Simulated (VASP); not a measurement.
A run of VASP 6.6.1:

The input INCAR:

```
PREC = Accurate ; ENCUT = 600
EDIFF = 1E-7 ; ISMEAR = 0
SIGMA = 0.1 ; LREAL = F
LASPH = T ; NELM = 60
ALGO = Fast ; ISIF = 3
LWAVE = F ; LCHARG = F
GGA = PE ; IBRION = 2
NSW = 100 ; EDIFFG = -0.01
```

The input KPOINTS:

```
Automatic mesh
0
Gamma
  12 12 12
```

File POSCAR:

```
Sn3As
1.0
   -3.0183900200      3.0183900200      3.0183900200
    3.0183900200     -3.0183900200      3.0183900200
    3.0183900200      3.0183900200     -3.0183900200
Sn As
3 1
Direct
    0.0000000000      0.5000000000      0.5000000000
    0.5000000000      0.0000000000      0.5000000000
    0.5000000000      0.5000000000      0.0000000000
    0.0000000000      0.0000000000      0.0000000000
```

Potentials or basis: VASP PAW PBE potentials, release 64 (Sn_d, As).

Launch:

```console
$ cat potpaw_PBE.64/Sn_d/POTCAR potpaw_PBE.64/As/POTCAR > POTCAR
$ mpirun -np 1 vasp_std > vasp.out
```

Hardware: 1 thread of Intel(R) Xeon(R) Platinum 8488C (Sapphire Rapids) (shared host).

**Question.** Estimate the wall time of this run.

**Answer.** Run time: 8.2 min on 1 thread of Intel(R) Xeon(R) Platinum 8488C (Sapphire Rapids), on a shared host, peak memory 0.44 GiB. Counts: scf iterations 36, k points 72, ion steps 3.
